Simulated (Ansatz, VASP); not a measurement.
One calculation of C, two programs

```xyz
1
Lattice="2.3929 0.0000 0.0000 -1.1964 2.0723 0.0000 0.0000 0.0000 2.2358" Properties=species:S:1:pos:R:3 pbc="T T T"
C     0.0000    0.0000    0.0000
```

Alike in both runs: task relaxation of cell and atoms; functional PBEsol; k mesh 9 × 9 × 8; occupations gaussian, width 0.1 eV; no spin polarisation.

|  | VASP | Ansatz |
| --- | --- | --- |
| version | VASP 6.6.1 | Ansatz 0.2.0 |
| potentials or method | VASP PAW PBE potentials, release 64 (C), cutoff 600 eV | scalar-relativistic, plane waves, PAW |
| valence electrons in the cell | 4 | 4 |

Ansatz gave:

- gap on the k mesh at the Fermi level, each at its own relaxed structure (eV): none
- relaxed volume (Å³/atom): 5.45
- relaxed cell length with the largest relative difference (Å): 1.997

What did VASP give for the same quantities?

gap on the k mesh at the Fermi level, each at its own relaxed structure (eV): none; relaxed volume (Å³/atom): 5.47; relaxed cell length with the largest relative difference (Å): 2.000.

VASP's potentials were made for PBE, not for PBEsol. A gap of «none» marks a metal or a gap that the smearing closes.

Noted on VASP's run: the volume moved by over 15 % at a fixed basis, so the end points are rough.
